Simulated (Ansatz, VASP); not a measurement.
# Ga: VASP beside Ansatz

The input INCAR:

```
SYSTEM = Ga
PREC = Accurate
ENCUT = 520
EDIFF = 1E-6
ISMEAR = -1
SIGMA = 0.1
LREAL = .False.
LASPH = .True.
NELM = 100
ALGO = Normal
ISIF = 2
LWAVE = .False.
LCHARG = .True.
GGA = RE
LELF = .True.
LVHAR = .True.
NBANDS = 26
```

The input KPOINTS:

```
regular mesh
0
Gamma
  9 9 12
  0 0 0
```

POSCAR

```
Ga
1.0
    4.9309194018      0.0000000000      0.0000000000
   -2.4654597009      4.2703014660      0.0000000000
    0.0000000000      0.0000000000      3.1657621058
Ga
3
Direct
    0.0000000000      0.0000000000      0.0000000000
    0.3333333333      0.6666666667      0.5000000000
    0.6666666667      0.3333333333      0.5000000000
```

Input for Ansatz:

```yaml
crystal:
  lattice:
    - [4.9309194018, 0.0, 0.0]
    - [-2.4654597009, 4.270301466, 0.0]
    - [0.0, 0.0, 3.1657621058]
  atoms:
    - { symbol: Ga, position: [0.0, 0.0, 0.0] }
    - { symbol: Ga, position: [0.3333333333, 0.6666666667, 0.5] }
    - { symbol: Ga, position: [0.6666666667, 0.3333333333, 0.5] }
hamiltonian:
  xc: revpbe
  pseudopotentials:
    kind: paw
    azcp:
      Ga: "pseudopotentials/Ga.paw.azcp"
basis:
  ecutwfc: 420
  fft_grid_basis: typed
kpoints:
  mp_grid: { grid: [9, 9, 12], shift: [0, 0, 0] }
magnetization:
  spin_polarized: false
scf:
  occupations: { method: fermi_dirac, width: 0.1 }
  lower_state_search: "off"
output:
  stress: true
```

Alike in both runs: task single point; functional revPBE; k mesh 9 × 9 × 12; occupations fermi-dirac, width 0.1 eV; no spin polarisation.

```csv
,VASP,Ansatz
version,VASP 6.6.1,Ansatz 0.2.0
potentials or method,"VASP PAW PBE potentials, release 64 (Ga_d), cutoff 520 eV","plane waves (420 eV) with PAW, scalar-relativistic"
valence electrons in the cell,39,39
```

|  | VASP | Ansatz | Ansatz less VASP |
| --- | --- | --- | --- |
| pressure (GPa) | -3.3 | -3.5 | -0.18 |
| traceless stress, the component that is largest in VASP (GPa) | -0.14 | -0.12 | +0.020 |

VASP's potentials were made for PBE, not for revPBE. With one functional, cell and mesh, what is left measures potentials, basis and numerics.
